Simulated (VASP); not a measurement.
# HfO2: single point with PBEsol

HfO2:

```
Hf O
1.0
     0.00000    2.52207    2.52207
     2.52207    0.00000    2.52207
     2.52207    2.52207    0.00000
Hf O
1 2
Direct
  0.99780 0.00220 0.00441
  0.26229 0.23771 0.22542
  0.76229 0.73771 0.72542
```

This cell differs from its parent crystal: mode 4 frozen in at -0.093 Å and mode 5 at -0.031 Å (largest displacements).

```yaml
Program: VASP 6.6.1
Task: single point
Functional: PBEsol
Potentials_or_basis: VASP PAW PBE potentials, release 64 (Hf_pv, O)
Cutoff: 520 eV
k_mesh: 8 × 8 × 8
Occupations: gaussian, width 0.05 eV
Spin: no spin polarisation
Dipole_correction: no
Further_INCAR_settings: ALGO = Normal; EDIFF = 1e-07; NBANDS = 18
```

```
Pressure               : -2.2 GPa
Largest force          : 0.701 eV/Å
Band gap on the k mesh : 3.71 eV, direct
```

Forces on the atoms (eV/Å):
```
Hf  -0.663 -0.228  0.000
O    0.331  0.114  0.099
O    0.331  0.114 -0.099
```

Stress tensor (GPa, compression positive):
```
-2.24  0.80  0.00
 0.80 -2.19  0.00
 0.00  0.00 -2.18
```

Levels at points of the mesh, in eV from the valence-band top:
```csv
k point,band 7,band 8,band 9,band 10,band 11,band 12,band 13,band 14,band 15,band 16
"(0.00, 0.00, 0.00)",-5.52,-5.49,-0.85,-0.70,-0.69,3.81,4.07,5.70,10.41,10.43
"(0.50, 0.00, 0.00)",-4.48,-3.16,-2.81,-1.97,-1.96,4.58,4.63,6.99,8.92,9.47
"(0.00, 0.00, 0.50)",-4.49,-3.18,-2.81,-1.95,-1.94,4.57,4.62,6.83,9.13,9.48
"(0.50, 0.50, 0.00)",-3.61,-3.60,-1.77,-1.55,0.00,3.71,5.47,6.68,7.99,8.37
"(0.00, 0.50, 0.50)",-3.61,-3.61,-1.62,-1.60,-0.09,3.72,5.47,6.88,8.23,8.28
"(0.50, 0.00, 0.50)",-3.61,-3.60,-1.77,-1.55,-0.01,3.71,5.47,6.70,8.00,8.38
```

It took 57 s on 1 thread of AMD EPYC 9R14 (Zen 4) (shared host), peak memory 0.19 GiB.

Caveat: the cell differs from its parent crystal (mode 4 frozen in at -0.093 Å and mode 5 at -0.031 Å (largest displacements)); the PAW data sets were made with another functional, which shifts forces and pressure a little; spin-orbit coupling is left out, which moves the levels of the heavy elements. A k mesh can miss the band edges.
